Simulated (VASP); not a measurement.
Set up this calculation in VASP 6.6.1, as the native input.

- Task: single point
- Functional: LDA
- Potentials or basis: VASP PAW LDA potentials, release 64 (Fe)
- Cutoff: 520 eV
- k mesh: 16 × 16 × 16
- Occupations: gaussian, width 0.2 eV
- Spin: collinear spin, ferromagnetic start
- Starting moments: [1.988] μB
- Dipole correction: no
- Further INCAR settings: ALGO = Normal; EDIFF = 1e-06; NBANDS = 14

The structure of Fe lies in POSCAR:

```
Fe
1.0
   -1.3745984210      1.3745984210      1.3745984210
    1.3745984210     -1.3745984210      1.3745984210
    1.3745984210      1.3745984210     -1.3745984210
Fe
1
Direct
    0.0000000000      0.0000000000      0.0000000000
```

The input as run:

INCAR

```
PREC     = Accurate       # precision mode
ENCUT    = 520            # plane-wave cutoff, eV
EDIFF    = 1E-6           # SCF threshold, eV
ISMEAR   = 0              # smearing method
SIGMA    = 0.2            # smearing width, eV
LREAL    = False          # projectors in reciprocal space
LASPH    = True           # aspherical terms in the spheres
NELM     = 150            # most SCF steps
ALGO     = Normal         # electronic algorithm
ISIF     = 2              # what is computed and relaxed
LWAVE    = False          # write WAVECAR
LCHARG   = False          # write CHGCAR
ISPIN    = 2              # spin polarisation
MAGMOM   = 1.988          # initial moments
LORBIT   = 11             # projections on sites
LMAXMIX  = 4              # l up to which the mixer works
GGA      = CA             # functional
NBANDS   = 14             # bands
```

KPOINTS

```
regular mesh
0
Gamma
  16 16 16
```

Potentials or basis: VASP PAW LDA potentials, release 64 (Fe).

Run with:

```sh
$ cat potpaw_LDA.64/Fe/POTCAR > POTCAR
$ mpirun -np 1 vasp_std > vasp.out
```

It gave:

- Pressure: -0.7 GPa
- Net moment: 1.94 μB per cell
- Site moments: Fe +1.91 μB
- Valence electrons inside the program's atomic spheres: Fe 7.48

Run time: 35 s on 1 thread of Intel(R) Xeon(R) Platinum 8259CL CPU @ 2.50GHz (Skylake/Cascade Lake) (shared host), peak memory 0.14 GiB.
